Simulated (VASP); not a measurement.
## GaMo: single point with PBE

The system is GaMo.

```xyz
2
Lattice="3.1206 0.0000 0.0000 0.0000 3.1206 0.0000 0.0000 0.0000 3.1206" Properties=species:S:1:pos:R:3 pbc="T T T"
Ga    0.0000    0.0000    0.0000
Mo    1.5603    1.5603    1.5603
```

* Program: VASP 6.6.1
* Task: single point
* Functional: PBE
* Potentials or basis: VASP PAW PBE potentials, release 64 (Ga_d, Mo_sv)
* Cutoff: 520 eV
* k mesh: 18 × 18 × 18
* Occupations: gaussian, width 0.1 eV
* Spin: no spin polarisation

| Property | Result |
| --- | --- |
| Pressure | 0.5 GPa |

Levels at points of the mesh, in eV from the Fermi level:
```csv
k point,band 12,band 13,band 14,band 15,band 16,band 17
"(0.00, 0.00, 0.00)",-2.66,1.40,1.40,1.40,4.59,4.59
"(0.50, 0.00, 0.00)",-2.17,-1.11,-1.11,1.50,3.22,8.64
"(0.50, 0.50, 0.00)",-1.86,-1.86,0.06,0.06,2.77,4.98
"(0.50, 0.50, 0.50)",-4.57,-1.52,2.89,2.89,5.11,5.11
```

It took 37 s on 1 thread of Intel(R) Xeon(R) 6975P-C (Granite Rapids) (shared host), peak memory 0.25 GiB.
